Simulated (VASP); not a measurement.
# MgO (P6_3mc) in VASP: a series of runs, part 3 of 4

VASP 6.6.1.

### Step 4. Single point, PBEsol (c/a of the conventional cell at fixed volume 1.3979)

Input file INCAR:

```
SYSTEM = MgO
ALGO = Normal
EDIFF = 1E-6
ENCUT = 520
GGA = PS
ISIF = 2
ISMEAR = 0
LASPH = .TRUE.
LCHARG = .FALSE.
LREAL = .FALSE.
LWAVE = .FALSE.
NBANDS = 16
NELM = 60
PREC = Accurate
SIGMA = 0.05
```

Input file KPOINTS:

```
k-points
0
G
  9 9 6
  0 0 0
```

Input file POSCAR:

```
MgO
1.0
    3.3965520429      0.0000000000      0.0000000000
   -1.6982760214      2.9415003544      0.0000000000
    0.0000000000      0.0000000000      4.7480401007
Mg O
2 2
Direct
    0.3333333333      0.6666666667      0.0036583380
    0.6666666667      0.3333333333      0.5036583380
    0.3333333333      0.6666666667      0.4009416620
    0.6666666667      0.3333333333      0.9009416620
```

Potentials or basis: VASP PAW PBE potentials, release 64 (Mg, O).

Run with:

```
$ cat potpaw_PBE.64/Mg/POTCAR potpaw_PBE.64/O/POTCAR > POTCAR
$ mpirun -np 1 vasp_std > vasp.out
```

OUTCAR:

```text
SYSTEM = MgO
   EDIFF = 1E-6
   ENCUT = 520
   GGA = PS
   ISIF = 2
   ISMEAR = 0
   LASPH = .TRUE.
   LREAL = .FALSE.
   NELM = 60
   PREC = Accurate

 ion  position               nearest neighbor table
   1  0.333  0.667  0.004-   3 1.89   4 2.02   4 2.02   4 2.02   2 3.08   2 3.08   2 3.08   2 3.08
                             2 3.08   2 3.08
   2  0.667  0.333  0.504-   4 1.89   3 2.02   3 2.02   3 2.02   1 3.08   1 3.08   1 3.08   1 3.08
                             1 3.08   1 3.08
   3  0.333  0.667  0.401-   1 1.89   2 2.02   2 2.02   2 2.02
   4  0.667  0.333  0.901-   2 1.89   1 2.02   1 2.02   1 2.02

  LATTYP: Found a hexagonal cell.
 ALAT       =     3.3965520429
 C/A-ratio  =     1.3979000000

  Lattice vectors:

 A1 = (   3.3965520429,   0.0000000000,   0.0000000000)
 A2 = (  -1.6982760214,   2.9415003544,   0.0000000000)
 A3 = (   0.0000000000,   0.0000000000,   4.7480401007)

Analysis of symmetry for initial positions (statically):
=====================================================================
 Subroutine PRICEL returns:
 Original cell was already a primitive cell.

 Routine SETGRP: Setting up the symmetry group for a
 hexagonal supercell.

 Subroutine GETGRP returns: Found 12 space group operations
 (whereof  6 operations were pure point group operations)
 out of a pool of 24 trial point group operations.

The static configuration has the point symmetry C_3v.
 The point group associated with its full space group is C_6v.

Analysis of symmetry for dynamics (positions and initial velocities):
=====================================================================
 Subroutine PRICEL returns:
 Original cell was already a primitive cell.

 Routine SETGRP: Setting up the symmetry group for a
 hexagonal supercell.

 Subroutine GETGRP returns: Found 12 space group operations
 (whereof  6 operations were pure point group operations)
 out of a pool of 24 trial point group operations.

The dynamic configuration has the point symmetry C_3v.
 The point group associated with its full space group is C_6v.

 Subroutine INISYM returns: Found 12 space group operations
 (whereof  6 operations are pure point group operations),
 and found     1 'primitive' translations

----------------------------------------------------------------------------------------

                                     Primitive cell

  volume of cell :      47.4375

  direct lattice vectors                    reciprocal lattice vectors
     3.396552043  0.000000000  0.000000000     0.294416216  0.169981282  0.000000000
    -1.698276021  2.941500354  0.000000000     0.000000000  0.339962563  0.000000000
     0.000000000  0.000000000  4.748040101     0.000000000  0.000000000  0.210613217

  length of vectors
     3.396552043  3.396552043  4.748040101     0.339962563  0.339962563  0.210613217

  position of ions in fractional coordinates (direct lattice)
     0.333333333  0.666666667  0.003658338
     0.666666667  0.333333333  0.503658338
     0.333333333  0.666666667  0.400941662
     0.666666667  0.333333333  0.900941662

  ion indices of the primitive-cell ions
   primitive index   ion index
                 1           1
                 2           2
                 3           3
                 4           4

----------------------------------------------------------------------------------------

 KPOINTS: k-points

Automatic generation of k-mesh.
 Grid dimensions read from file:
 generate k-points for:    9    9    6

 Generating k-lattice:

  Cartesian coordinates                     Fractional coordinates (reciprocal lattice)
     0.032712913  0.018886809  0.000000000     0.111111111  0.000000000  0.000000000
     0.000000000  0.037773618  0.000000000     0.000000000  0.111111111  0.000000000
     0.000000000  0.000000000  0.035102203     0.000000000  0.000000000  0.166666667

  Length of vectors
     0.037773618  0.037773618  0.035102203

  Shift w.r.t. Gamma in fractional coordinates (k-lattice)
     0.000000000  0.000000000  0.000000000

 Subroutine IBZKPT returns following result:
 ===========================================

 Found     48 irreducible k-points:

 Following reciprocal coordinates:
            Coordinates               Weight
  0.000000  0.000000  0.000000      1.000000
  0.111111  0.000000  0.000000      6.000000
  0.222222  0.000000  0.000000      6.000000
  0.333333  0.000000  0.000000      6.000000
  0.444444  0.000000  0.000000      6.000000
  0.111111  0.111111  0.000000      6.000000
[... 16 lines left out ...]
  0.333333  0.222222  0.166667     24.000000
  0.333333  0.333333  0.166667      4.000000
 [... further k-points ...]
   k-points           NKPTS =     48   k-points in BZ     NKDIM =     48   number of bands    NBANDS=     16
   number of dos      NEDOS =    301   number of ions     NIONS =      4
   total plane-waves  NPLWV =  28224
   dimension x,y,z NGX =    28 NGY =   28 NGZ =   36
   dimension x,y,z NGXF=    56 NGYF=   56 NGZF=   72
   ions per type =               2   2
   NGX,Y,Z   is equivalent  to a cutoff of  13.70, 13.70, 12.60 a.u.
   NGXF,Y,Z  is equivalent  to a cutoff of  27.41, 27.41, 25.21 a.u.
 SYSTEM =  MgO
   PREC   = accura    normal or accurate (medium, high low for compatibility)
   ISTART =      0    job   : 0-new  1-cont  2-samecut
   ICHARG =      2    charge: 1-file 2-atom 10-const
   ISPIN  =      1    spin polarized calculation?
   LNONCOLLINEAR =      F non collinear calculations
   LSORBIT =      F    spin-orbit coupling
   LASPH  =      T    aspherical Exc in radial PAW
   ENCUT  =  520.0 eV  38.22 Ry    6.18 a.u.   6.32  6.32  8.83*2*pi/ulx,y,z
   NELM   =     60;   NELMIN=  2; NELMDL= -5     # of ELM steps
   EDIFF  = 0.1E-05   stopping-criterion for ELM
   LREAL  =      F    real-space projection
   EDIFFG = 0.1E-04   stopping-criterion for IOM
   NSW    =      0    number of steps for IOM
   IBRION =     -1    ionic relax: 0-MD 1-quasi-New 2-CG
   NFREE  =      0    steps in history (QN), initial steepest desc. (CG)
   ISIF   =      2    stress and relaxation
   ISYM   =      2    0-nonsym 1-usesym 2-fastsym
   POTIM  = 0.5000    time-step for ionic-motion
   TEBEG  =    0.0;   TEEND  =   0.0 temperature during run
   PSTRESS=    0.0 pullay stress
   NELECT =      16.0000    total number of electrons
   NUPDOWN=      -1.0000    fix difference up-down
   EMIN   =  10.00;   EMAX   =-10.00  energy-range for DOS
   EFERMI =   0.00;   METHOD = LEGACY
   ISMEAR =     0;   SIGMA  =   0.05  broadening in eV -4-tet -1-fermi 0-gaus
   EFERMI_NEDOS =   21; number of points for ismear=-14 and -15
   IALGO  =     38    algorithm
   IMIX   =      4    mixing-type and parameters
     AMIX     =   0.40;   BMIX     =  1.00
     AMIX_MAG =   1.60;   BMIX_MAG =  1.00
  volume/ion in A,a.u.               =      11.86        80.03
  Fermi-wavevector in a.u.,A,eV,Ry     =   1.139570  2.153475 17.668792  1.298620
  Thomas-Fermi vector in A             =   2.276273
   LORBIT       =      0    0 simple, 1 ext, 2 COOP (PROOUT), +10 PAW based schemes
   GGA     = PS    functional components
   LHFCALC =     F    Hartree Fock is set to
   AEXX    =    0.0000 exact exchange contribution
   IVDW    =     0    specifies the selected vdW correction
   LEPSILON=     F    determine dielectric tensor
   LRPA    =     F    only Hartree local field effects (RPA)
 non-spin polarized calculation
 Gauss-broadening in eV      SIGMA  =   0.05
  energy-cutoff  :      520.00
  volume of cell :       47.44
 maximum number of plane-waves:      1295
 NGX is ok and might be reduce to    28
   NGX = 13   NGY = 13   NGZ = 17

 number of electron      16.0000002 magnetization

 Free energy of the ion-electron system (eV)
  ---------------------------------------------------
  ext. energy  EPLUGINS =         0.00000000
  ---------------------------------------------------
  free energy    TOTEN  =       -24.41061632 eV

  energy without entropy =      -24.41061632  energy(sigma->0) =      -24.41061632

 E-fermi :   1.3644     XC(G=0):  -9.9536

 val. band max:        1.0757786307   @ k =   0.0000   0.0000   0.0000
 cond. band min:       4.3120532352   @ k =   0.0000   0.0000   0.0000
 fundamental gap:      3.2362746045
 Fermi energy:         1.3644427843

 k-point     1 :       0.0000    0.0000    0.0000
  band No.  band energies     occupation
      1     -15.1821      2.00000
      2     -14.2342      2.00000
      3      -2.1779      2.00000
      4       0.0896      2.00000
      5       0.0896      2.00000
      6       0.5588      2.00000
[... 433 lines left out ...]
      3      -1.7756      2.00000
      4      -1.2674      2.00000
      5      -1.2674      2.00000
      6      -0.2378      2.00000
[... 8 lines left out ...]
     15      14.4419      0.00000
     16      17.6816      0.00000

 [... further k-points ...]
[... 5 lines left out ...]
  --------------------------------------------------------------------------------------
  -------------------------------------------------------------------------------------
  Total       -1.7140462     -1.7140462      3.4440463     -0.0000000      0.0000000      0.0000000
  in kB      -57.8910649    -57.8910649    116.3209677     -0.0000000      0.0000000      0.0000000
  external PRESSURE =       0.1796126 kB  Pullay stress =       0.0000000 kB

 VOLUME and BASIS-vectors are now :
 -----------------------------------------------------------------------------
  energy-cutoff  :      520.00
  volume of cell :       47.44
      direct lattice vectors                 reciprocal lattice vectors
     3.396552043  0.000000000  0.000000000     0.294416216  0.169981282  0.000000000
    -1.698276021  2.941500354  0.000000000     0.000000000  0.339962563  0.000000000
     0.000000000  0.000000000  4.748040101     0.000000000  0.000000000  0.210613217

 POSITION                                       TOTAL-FORCE (eV/Angst)
 -----------------------------------------------------------------------------------
     -0.00000      1.96100      0.01737        -0.000000     -0.000000     -1.095659
      1.69828      0.98050      2.39139        -0.000000      0.000000     -1.095659
     -0.00000      1.96100      1.90369         0.000000     -0.000000      1.095659
      1.69828      0.98050      4.27771        -0.000000      0.000000      1.095659
 -----------------------------------------------------------------------------------
    total drift:                               -0.000000      0.000000     -0.000389

  FREE ENERGIE OF THE ION-ELECTRON SYSTEM (eV)
  ---------------------------------------------------
  free  energy   TOTEN  =       -24.4106163182 eV

  energy  without entropy=      -24.4106163182  energy(sigma->0) =      -24.41061632
```

OSZICAR:

```text
N       E                     dE             d eps       ncg     rms          rms(c)
DAV:   1     0.615068806534E+02    0.61507E+02   -0.73877E+03  1536   0.879E+02
DAV:   2    -0.240039645035E+02   -0.85511E+02   -0.78435E+02  2152   0.195E+02
DAV:   3    -0.282968471508E+02   -0.42929E+01   -0.42804E+01  1728   0.456E+01
DAV:   4    -0.283144365184E+02   -0.17589E-01   -0.17589E-01  1904   0.347E+00
DAV:   5    -0.283145244906E+02   -0.87972E-04   -0.87972E-04  1728   0.235E-01    0.109E+01
DAV:   6    -0.245247794246E+02    0.37897E+01   -0.10629E+01  1552   0.245E+01    0.382E+00
DAV:   7    -0.244451329876E+02    0.79646E-01   -0.16841E-01  1536   0.328E+00    0.215E+00
DAV:   8    -0.244126532204E+02    0.32480E-01   -0.99509E-02  1720   0.333E+00    0.496E-01
DAV:   9    -0.244101196415E+02    0.25336E-02   -0.55504E-03  1816   0.664E-01    0.123E-01
DAV:  10    -0.244106064594E+02   -0.48682E-03   -0.50131E-04  1624   0.173E-01    0.196E-02
DAV:  11    -0.244106154571E+02   -0.89977E-05   -0.23942E-05  1848   0.383E-02    0.101E-02
DAV:  12    -0.244106163182E+02   -0.86110E-06   -0.29641E-06  1608   0.171E-02
   1 F= -.24410616E+02 E0= -.24410616E+02  d E =-.194264E-18
```

Run time: 67 s. Hardware: 1 thread of AMD EPYC 7R13, shared host; peak memory 0.16 GiB.

What came out:

| Item | Value |
| --- | --- |
| Free energy | -24.4106 eV |
| Pressure | 0.0 GPa |
| Largest force | 1.096 eV/Å |
| Band gap on the k mesh | 3.24 eV, direct |

Forces in eV/Å, atoms in the order of the input:
```
Mg   0.000  0.000 -1.096
Mg   0.000  0.000 -1.096
O    0.000  0.000  1.096
O    0.000  0.000  1.096
```

Caveat: the PAW data sets were made with another functional, which shifts forces and pressure a little. A k mesh can miss the band edges.

[end of part 3 of 4]
